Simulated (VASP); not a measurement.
Here is a VASP 6.6.1 calculation.

File INCAR:

```
PREC = Accurate
ENCUT = 520
EDIFF = 1E-6
ISMEAR = -1
SIGMA = 0.05
LREAL = F
LASPH = T
NELM = 100
ALGO = Normal
ISIF = 2
LWAVE = F
LCHARG = F
GGA = B5
ALDAX = 1.0
AGGAX = 1.0
AGGAC = 1.0
ALDAC = 0.0
NBANDS = 26
```

KPOINTS

```
regular mesh
0
Gamma
  7 7 4
```

POSCAR

```
CdS
1.0
    4.0652823512      0.0000000000      0.0000000000
   -2.0326411756      3.5206377897      0.0000000000
    0.0000000000      0.0000000000      6.5994716144
Cd S
2 2
Direct
    0.6666666667      0.3333333333      0.5000000000
    0.3333333333      0.6666666667      0.0000000000
    0.6666666667      0.3333333333      0.8750000000
    0.3333333333      0.6666666667      0.3750000000
```

Potentials or basis: VASP PAW PBE potentials, release 64 (Cd, S).

Run with:

```sh
$ cat potpaw_PBE.64/Cd/POTCAR potpaw_PBE.64/S/POTCAR > POTCAR
$ mpirun -np 1 vasp_std > vasp.out
```

(1) What does it give for the band gap on the k mesh?

(2) Predict the pressure.

(3) What does it give for the largest force?

## Answers

(1) 1.32 eV, direct.

(2) 10.7 GPa.

(3) 0.081 eV/Å.

Caveat: the PAW data sets were made with another functional, which shifts forces and pressure a little.
